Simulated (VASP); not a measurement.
Input of a VASP 6.6.1 run:

File INCAR:

```
ALGO     = Normal         # electronic algorithm
EDIFF    = 1E-6           # SCF threshold, eV
ENCUT    = 500            # plane-wave cutoff, eV
GGA      = PE             # functional
GGA_COMPAT= F            
ISIF     = 2              # what is computed and relaxed
ISMEAR   = -1             # smearing method
LASPH    = T              # aspherical terms in the spheres
LCHARG   = F              # write CHGCAR
LREAL    = F              # projectors in reciprocal space
LWAVE    = F              # write WAVECAR
NBANDS   = 11             # bands
NELM     = 120            # most SCF steps
PREC     = Accurate       # precision mode
SIGMA    = 0.05           # smearing width, eV
```

File KPOINTS:

```
k-points
0
Gamma
  10 10 10
```

Contents of POSCAR:

```
Pd
1.0
    1.5610383573      1.5610383573      1.5610383573
   -1.5610383573      1.5610383573      1.5610383573
   -1.5610383573     -1.5610383573      1.5610383573
Pd
1
Direct
    0.0000000000      0.0000000000      0.0000000000
```

Potentials or basis: VASP PAW PBE potentials, release 64 (Pd).

Command:

```bash
$ cat potpaw_PBE.64/Pd/POTCAR > POTCAR
$ mpirun -np 1 vasp_std > vasp.out
```

**Question.** What does it give for the pressure?

**Answer.** 2.3 GPa.

**Question.** What does it give for the band gap on the k mesh?

**Answer.** Zero (band 5 reaches 9.84 eV, above the bottom of band 6 at 8.35 eV).
